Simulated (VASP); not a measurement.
## Ti: relaxation of cell and atoms with LDA

Ti:

```
Ti
1.0
     0.00000    2.03000    2.03000
     2.03000    0.00000    2.03000
     2.03000    2.03000    0.00000
Ti
1
Direct
  0.00000 0.00000 0.00000
```

```
Program                : VASP 6.6.1
Task                   : relaxation of cell and atoms
Functional             : LDA
Potentials or basis    : VASP PAW LDA potentials, release 64 (Ti_sv)
Cutoff                 : 600 eV
k mesh                 : 18 × 18 × 18
Occupations            : gaussian, width 0.1 eV
Spin                   : no spin polarisation
Dipole correction      : no
Further INCAR settings : ALGO = Normal; EDIFF = 1e-07; IBRION = 2; EDIFFG = -0.005; NSW = 100; ISIF = 3
```

```
Relaxed volume                         : 15.99 Å³/atom
Relaxed cell                           : a = 2.828 Å, b = 2.828 Å, c = 2.828 Å, α = 60.00°, β = 60.00°, γ = 60.00°
Space group after relaxing (to 0.05 Å) : Fm-3m (No. 225)
Energy gained by relaxing              : 12.2 meV/atom
Ionic steps                            : 3
Pressure after relaxing                : 0.0 GPa
Band gap on the k mesh                 : zero (band 6 reaches 9.78 eV, above the bottom of band 7 at 8.39 eV)
```

The path:
| step | energy change (eV) | largest force (eV/Å) | pressure (GPa) | volume (Å³) |
| --- | --- | --- | --- | --- |
| 1 | 0.0000 | 0.0000 | -5.08 | 16.73 |
| 2 | -0.0058 | 0.0000 | 4.12 | 15.48 |
| 3 | -0.0122 | 0.0000 | 0.02 | 15.99 |

Final structure:
```
Ti
1.0
     0.00000    1.99954    1.99954
     1.99954    0.00000    1.99954
     1.99954    1.99954    0.00000
Ti
1
Direct
  0.00000 0.00000 0.00000
```

Levels at points of the mesh, in eV from the Fermi level:
```tsv
k point	band 2	band 3	band 4	band 5	band 6	band 7	band 8	band 9	band 10
(0.00, 0.00, 0.00)	-32.01	-32.01	-32.01	-6.20	0.89	0.89	0.89	2.69	2.69
(0.50, 0.00, 0.00)	-32.91	-32.12	-32.12	-2.78	0.74	0.74	0.96	3.92	3.92
(0.50, 0.50, 0.00)	-32.85	-32.32	-32.32	-2.89	-1.97	3.32	3.89	4.25	4.25
```

Wall time 31 s on 1 thread of Intel(R) Xeon(R) 6975P-C (Granite Rapids), with other jobs on the host, peak memory 0.17 GiB.

LDA usually gives volumes a few per cent too small. Zero-point motion and thermal expansion aren't in these numbers.
